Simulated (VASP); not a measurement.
Pt: single point with LDA

Crystal: Pt.

```
CELL_PARAMETERS angstrom
0.19468 1.98570 1.98570
1.98570 0.19468 1.98570
1.98570 1.98570 0.19468
ATOMIC_POSITIONS crystal
Pt 0.00000 0.00000 0.00000
```

```json
{
 "Program": "VASP 6.6.1",
 "Task": "single point",
 "Functional": "LDA",
 "Potentials or basis": "VASP PAW LDA potentials, release 64 (Pt)",
 "Cutoff": "520 eV",
 "k mesh": "20 × 20 × 20",
 "Occupations": "gaussian, width 0.15 eV",
 "Spin": "no spin polarisation"
}
```

```yaml
Pressure: 52.6 GPa
Band_gap_on_the_k_mesh: zero (band 5 reaches 14.80 eV, above the bottom of band 6 at 11.66 eV)
```

Stress tensor (GPa, compression positive):
```
 52.59 -19.75 -19.75
-19.75  52.59 -19.75
-19.75 -19.75  52.59
```

Levels at points of the mesh, in eV from the Fermi level:
```tsv
k point	band 2	band 3	band 4	band 5	band 6	band 7	band 8	band 9
(0.00, 0.00, 0.00)	-5.90	-4.33	-4.33	-1.37	-1.37	13.62	17.36	21.87
(0.50, 0.00, 0.00)	-5.83	-3.34	-0.77	-0.25	1.09	8.12	13.50	17.89
(0.50, 0.50, 0.00)	-7.90	-0.21	0.53	1.24	1.82	10.14	10.77	13.93
(0.50, 0.50, 0.50)	-4.58	-4.58	-2.13	0.04	0.04	4.63	14.94	22.24
```

Run time: 95 s on 1 thread of AMD EPYC 9R45 96-Core Processor (Zen 5) (shared host), peak memory 0.2 GiB.

Caveat: spin-orbit coupling is left out, which moves the levels of the heavy elements.
